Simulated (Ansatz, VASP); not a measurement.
**Two plane-wave programs on SiGe**

```
CELL_PARAMETERS angstrom
3.86549 0.00000 0.00000
-1.93275 3.34761 0.00000
0.00000 0.00000 6.38538
ATOMIC_POSITIONS crystal
Si 0.66667 0.33333 0.87455
Si 0.33333 0.66667 0.37455
Ge 0.66667 0.33333 0.47717
Ge 0.33333 0.66667 0.97717
```

Alike in both runs: task single point; functional PBEsol; k mesh 12 × 12 × 6; occupations gaussian, width 0.03 eV; no spin polarisation.

|  | VASP | Ansatz |
| --- | --- | --- |
| version | VASP 6.6.1 | Ansatz 0.2.0 |
| potentials or method | VASP PAW PBE potentials, release 64 (Si, Ge_d), cutoff 520 eV | scalar-relativistic, plane waves, PAW |
| valence electrons in the cell | 36 | 36 |

Ansatz gave:

| Item | Value |
| --- | --- |
| gap on the k mesh at the Fermi level (eV) | none |
| pressure (GPa) | 3.1 |
| traceless stress, the component that is largest in VASP (GPa) | -5.57 |
| rms of the force components (eV/Å) | 0.842 |

Q: Which values does VASP return?

A: gap on the k mesh at the Fermi level (eV): none; pressure (GPa): 3.1; traceless stress, the component that is largest in VASP (GPa): -5.55; rms of the force components (eV/Å): 0.840.

VASP's potentials were made for PBE, not for PBEsol, and Ansatz warns of the same on its side. Atom by atom the forces differ by 0.002 eV/Å (rms over components). A gap of «none» marks a metal or a gap that the smearing closes.
